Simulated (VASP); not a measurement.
Runs of VASP 6.6.1 on Cs5O3. The structure is that of space group Pm-3m (No. 221), or close to it. The cells are those of the table. The cell was generated, and may not be a known phase.

| task | spin | cell | cutoff (eV) | gap on the mesh (eV) | pressure (GPa) |
| --- | --- | --- | --- | --- | --- |
| relaxation of cell and atoms | off | relaxed from a = 5.650 Å, 8 atoms | 600 | none | 0.0 |
| single point | off | a = 6.575 Å, 8 atoms | 520 | none | 0.1 |
| single point | collinear, ferromagnetic start | a = 5.650 Å, 8 atoms | 520 | none | 25.4 |
| single point | off | a = 5.650 Å, 8 atoms | 520 | none | (a) |

Alike in all rows: level PBE; potentials or basis VASP PAW PBE potentials, release 64 (Cs_sv, O); k mesh 4 × 4 × 4; smearing gaussian 0.1 eV.

Fill in the values left out.

(a) 25.3.

Caveats: spin-orbit coupling is left out, which moves the levels of the heavy elements; an odd number of electrons without spin polarisation forces a metal (at least some runs); a magnetic or distorted state may lie lower (at least some runs); the cell stands under pressure (at least some runs).

A k mesh can miss the band edges, and the runs leave out spin-orbit coupling on Cs.

A gap of «none» marks levels without a gap at the run's occupations.
